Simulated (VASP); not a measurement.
Write the native input for VASP 6.6.1 that does the following.

* Task: single point
* Functional: LDA
* Potentials or basis: VASP PAW LDA potentials, release 64 (Cu, Au)
* Cutoff: 600 eV
* k mesh: 7 × 7 × 6
* Occupations: fermi-dirac, width 0.1 eV
* Spin: no spin polarisation
* Dipole correction: no
* Further INCAR settings: ALGO = Normal; EDIFF = 1e-06; NBANDS = 18

The structure of CuAu lies in POSCAR:

```
CuAu
1.0
    2.8107490000      0.0000000000      0.0000000000
    0.0000000000      2.8107490000      0.0000000000
    0.0000000000      0.0000000000      3.6850000000
Cu Au
1 1
Direct
    0.5000000000      0.5000000000      0.5000000000
    0.0000000000      0.0000000000      0.0000000000
```

One way to write it, as run:

INCAR

```
PREC = Accurate
ENCUT = 600
EDIFF = 1E-6
ISMEAR = -1
SIGMA = 0.1
LREAL = F
LASPH = T
NELM = 120
ALGO = Normal
ISIF = 2
LWAVE = F
LCHARG = T
GGA = CA
LELF = T
LVHAR = T
NBANDS = 18
GGA_COMPAT = F
```

KPOINTS

```
regular mesh
0
Gamma
  7 7 6
```

Potentials or basis: VASP PAW LDA potentials, release 64 (Cu, Au).

The run is started by

```bash
$ cat potpaw_LDA.64/Cu/POTCAR potpaw_LDA.64/Au/POTCAR > POTCAR
$ mpirun -np 1 vasp_std > vasp.out
```

It gave:

```yaml
Pressure: -8.4 GPa
Band_gap_on_the_k_mesh: zero (band 11 reaches 11.82 eV, above the bottom of band 12 at 6.49 eV)
```

Caveat: spin-orbit coupling is left out, which moves the levels of the heavy elements.

It took 34 s on 1 thread of Intel Xeon 8259CL, on a shared host, peak memory 0.15 GiB.
